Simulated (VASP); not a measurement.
The system is C.

```
C
1.0
     0.00000    1.78012    1.78012
     1.78012    0.00000    1.78012
     1.78012    1.78012    0.00000
C
2
Direct
  0.00000 0.00000 0.00000
  0.25000 0.25000 0.25000
```

Program: VASP 6.6.1. Alike in all runs: task single point; no spin polarisation; cell as given; smearing gaussian 0.01 eV.

Order these runs on this cell by their pressure, lowest first.
A. level LDA; potentials or basis VASP PAW LDA potentials, release 64 (C_h); k mesh 12 × 12 × 12; cutoff (eV) 910; second run hard_potentials
B. level r2SCAN; potentials or basis VASP PAW PBE potentials, release 64 (C); k mesh 12 × 12 × 12; cutoff (eV) 520
C. level r2SCAN; potentials or basis VASP PAW PBE potentials, release 64 (C_h); k mesh 12 × 12 × 12; cutoff (eV) 910; second run hard_potentials
D. level PBE; potentials or basis VASP PAW PBE potentials, release 64 (C); k mesh 6 × 6 × 6; cutoff (eV) 520

A (-10.2 GPa), C (-0.8 GPa), B (1.1 GPa), D (5.0 GPa).

Caveats: some runs use coarse meshes; the cutoff is under 1.25 times the usual one of these potentials, so pressure, stress and relaxed cells hold a basis-set (Pulay) error (some runs); the PAW data sets were made with another functional, which shifts forces and pressure a little (some runs).
